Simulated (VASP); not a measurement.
A run of VASP 6.6.1 is set up as follows.

INCAR

```
SYSTEM = Ti2O
PREC     = Accurate       ! precision mode
ENCUT    = 520            ! plane-wave cutoff, eV
EDIFF    = 1E-6           ! SCF threshold, eV
ISMEAR   = 0              ! smearing method
SIGMA    = 0.1            ! smearing width, eV
LREAL    = .False.        ! projectors in reciprocal space
LASPH    = .True.         ! aspherical terms in the spheres
NELM     = 60             ! most SCF steps
ALGO     = Normal         ! electronic algorithm
ISIF     = 2              ! what is computed and relaxed
LWAVE    = .False.        ! write WAVECAR
LCHARG   = .False.        ! write CHGCAR
GGA      = PS             ! functional
NBANDS   = 22             ! bands
```

The input KPOINTS:

```
regular mesh
0
Gamma
  24 24 12
  0 0 0
```

Contents of POSCAR:

```
Ti2O
1.0
    2.9603343580      0.0000000000      0.0000000000
   -1.4801671790      2.5637247577      0.0000000000
    0.0000000000      0.0000000000      4.6764963233
Ti O
2 1
Direct
    0.6666666667      0.3333333333      0.2626749712
    0.3333333333      0.6666666667      0.7373250288
    0.0000000000      0.0000000000      0.0000000000
```

Potentials or basis: VASP PAW PBE potentials, release 64 (Ti_sv, O).

Launch:

```sh
$ cat potpaw_PBE.64/Ti_sv/POTCAR potpaw_PBE.64/O/POTCAR > POTCAR
$ mpirun -np 1 vasp_std > vasp.out
```

Question: What does it give for the pressure?

Answer: 1.4 GPa.

Question: What does it give for the largest force?

Answer: 0.018 eV/Å.

Forces in eV/Å, atoms in the order of the input:
```
Ti   0.000  0.000 -0.018
Ti   0.000  0.000  0.018
O    0.000  0.000  0.000
```

Caveat: the cell differs from its parent crystal (uniaxial strain along c: -1.0 %); the PAW data sets were made with another functional, which shifts forces and pressure a little.
